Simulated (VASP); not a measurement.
A run of VASP 6.6.1 is set up as follows.

Contents of INCAR:

```
SYSTEM = Cr
PREC = Accurate
ENCUT = 500
EDIFF = 1E-6
ISMEAR = -1
SIGMA = 0.1
LREAL = .FALSE.
LASPH = .TRUE.
NELM = 120
ALGO = Normal
ISIF = 2
LWAVE = .FALSE.
LCHARG = .TRUE.
GGA = PE
LELF = .TRUE.
LVHAR = .TRUE.
NBANDS = 12
GGA_COMPAT = .FALSE.
```

KPOINTS

```
Automatic mesh
0
G
  2 2 2
  0 0 0
```

File POSCAR:

```
Cr
1.0
   -1.4243177237      1.4243177237      1.4243177237
    1.4243177237     -1.4243177237      1.4243177237
    1.4243177237      1.4243177237     -1.4243177237
Cr
1
Direct
    0.0000000000      0.0000000000      0.0000000000
```

Potentials or basis: VASP PAW PBE potentials, release 64 (Cr_pv).

Launch:

```sh
$ cat potpaw_PBE.64/Cr_pv/POTCAR > POTCAR
$ mpirun -np 1 vasp_std > vasp.out
```

Task: Estimate the pressure.

Result: 9.8 GPa.

Task: What does it give for the band gap on the k mesh?

Result: Zero (band 6 reaches 13.48 eV, above the bottom of band 7 at 10.11 eV).

Caveat: the k points lie up to 1.56 Å⁻¹ apart; the run has no spin polarisation, though such a crystal can be magnetic. Spin polarisation is off, so any magnetic state and its effect on volume and gap are missing.
